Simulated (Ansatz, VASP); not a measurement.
**One calculation of Ir, two programs**

File INCAR:

```
  PREC = Accurate
  ENCUT = 520
  EDIFF = 1E-7
  ISMEAR = 0
  SIGMA = 0.15
  LREAL = F
  LASPH = T
  NELM = 100
  ALGO = Fast
  ISIF = 2
  LWAVE = F
  LCHARG = F
  GGA = PS
  NBANDS = 10
```

File KPOINTS:

```
regular mesh
0
Gamma
  22 22 22
```

Contents of POSCAR:

```
Ir
1.0
    0.0000000000      1.8237150000      2.0156850000
    1.8237150000      0.0000000000      2.0156850000
    1.8237150000      1.8237150000      0.0000000000
Ir
1
Direct
    0.0000000000      0.0000000000      0.0000000000
```

Input for Ansatz:

```yaml
crystal:
  lattice:
    - [0.0, 1.823715, 2.015685]
    - [1.823715, 0.0, 2.015685]
    - [1.823715, 1.823715, 0.0]
  atoms:
    - { symbol: Ir, position: [0.0, 0.0, 0.0] }
basis:
  ecutwfc: 420
kpoints:
  mp_grid: { grid: [22, 22, 22] }
hamiltonian:
  xc: pbesol
scf:
  occupations: { method: gaussian, width: 0.15 }
output:
  forces: true
  stress: true
  eigenvalues: true
```

Change from the starting cell: strain -0.050 along x and y, +0.050 along z, atoms carried along.

Alike in both runs: task single point; functional PBEsol; k mesh 22 × 22 × 22; occupations gaussian, width 0.15 eV; no spin polarisation.

|  | VASP | Ansatz |
| --- | --- | --- |
| version | VASP 6.6.1 | Ansatz 0.2.0 |
| potentials or method | VASP PAW PBE potentials, release 64 (Ir), cutoff 520 eV | scalar-relativistic, plane waves, PAW |
| valence electrons in the cell | 9 | 17 |

|  | VASP | Ansatz | Ansatz less VASP |
| --- | --- | --- | --- |
| gap on the k mesh at the Fermi level (eV) | none | none | - |
| pressure (GPa) | 24.7 | 23.2 | -1.52 |
| traceless stress, the component that is largest in VASP (GPa) | -29.84 | -29.85 | -0.012 |

VASP's potentials were made for PBE, not for PBEsol. A gap of «none» marks a metal or a gap that the smearing closes. The functional is the same, so the differences come from potentials, cutoffs and numerics. VASP's potentials hold 9 valence electrons a cell and Ansatz's 17, so a difference there can come from the potentials and not from the codes.

Spin-orbit coupling is off throughout.
